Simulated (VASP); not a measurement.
A run of VASP 6.6.1 is set up as follows.

Contents of INCAR:

```
PREC = Accurate
ENCUT = 520
EDIFF = 1E-6
ISMEAR = -1
SIGMA = 0.1
LREAL = False
LASPH = True
NELM = 60
ALGO = Normal
ISIF = 2
LWAVE = False
LCHARG = True
GGA = PE
LELF = True
LVHAR = True
NBANDS = 32
```

The input KPOINTS:

```
Automatic mesh
0
Gamma
  5 5 5
```

POSCAR

```
Ca2CuAs3
1.0
    0.0000000000      0.0000000000      4.3576459849
    0.0000000000     -4.5617690830      0.0000000000
    7.4996568215      2.2808845415     -2.1788229925
Ca Cu As
2 1 3
Direct
    0.6464455895      0.1464455895      0.2928911791
    0.3535544105      0.8535544105      0.7071088209
    0.0000000000      0.5000000000      0.0000000000
    0.8436414313      0.3436414313      0.6872828626
    0.1563585687      0.6563585687      0.3127171374
    0.0000000000      0.0000000000      0.0000000000
```

Potentials or basis: VASP PAW PBE potentials, release 64 (Ca_sv, Cu, As).

Command:

```bash
$ cat potpaw_PBE.64/Ca_sv/POTCAR potpaw_PBE.64/Cu/POTCAR potpaw_PBE.64/As/POTCAR > POTCAR
$ mpirun -np 1 vasp_std > vasp.out
```

(1) What does it give for the band gap on the k mesh?

(2) What does it give for the pressure?

(3) Estimate the largest force.

Results:

(1) zero (bands 23 and 24 overlap by 0.49 eV).

(2) 0.1 GPa.

(3) 0.014 eV/Å.
